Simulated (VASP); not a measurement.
Set up this calculation in VASP 6.6.1, as the native input.

* Task: single point
* Functional: PBE
* Potentials or basis: VASP PAW PBE potentials, release 64 (C)
* Cutoff: 520 eV
* k mesh: 11 × 11 × 11
* Occupations: fermi-dirac, width 0.1 eV
* Spin: no spin polarisation
* Dipole correction: no
* Further INCAR settings: ALGO = Normal; EDIFF = 1e-07; NBANDS = 8

The structure of C lies in POSCAR:

```
C
1.0
    1.7343728941      0.0000000000      0.0000000000
    0.0000000000      1.7343728941      0.0000000000
    0.0000000000      0.0000000000      1.7343728941
C
1
Direct
    0.0000000000      0.0000000000      0.0000000000
```

The input as run:

INCAR

```
ALGO = Normal
EDIFF = 1E-7
ENCUT = 520
GGA = PE
ISIF = 2
ISMEAR = -1
LASPH = T
LCHARG = F
LREAL = F
LWAVE = F
NBANDS = 8
NELM = 80
PREC = Accurate
SIGMA = 0.1
```

KPOINTS

```
k-points
0
Gamma
  11 11 11
```

Potentials or basis: VASP PAW PBE potentials, release 64 (C).

Run with:

```sh
$ cat potpaw_PBE.64/C/POTCAR > POTCAR
$ mpirun -np 1 vasp_std > vasp.out
```

Results of the run:

| Item | Value |
| --- | --- |
| Pressure | 20.5 GPa |
| Band gap on the k mesh | zero (band 2 reaches 21.82 eV, above the bottom of band 3 at 10.42 eV) |

Run time: 1.4 s on 1 thread of Intel Xeon 6975P-C, with other jobs on the host, peak memory 0.1 GiB.
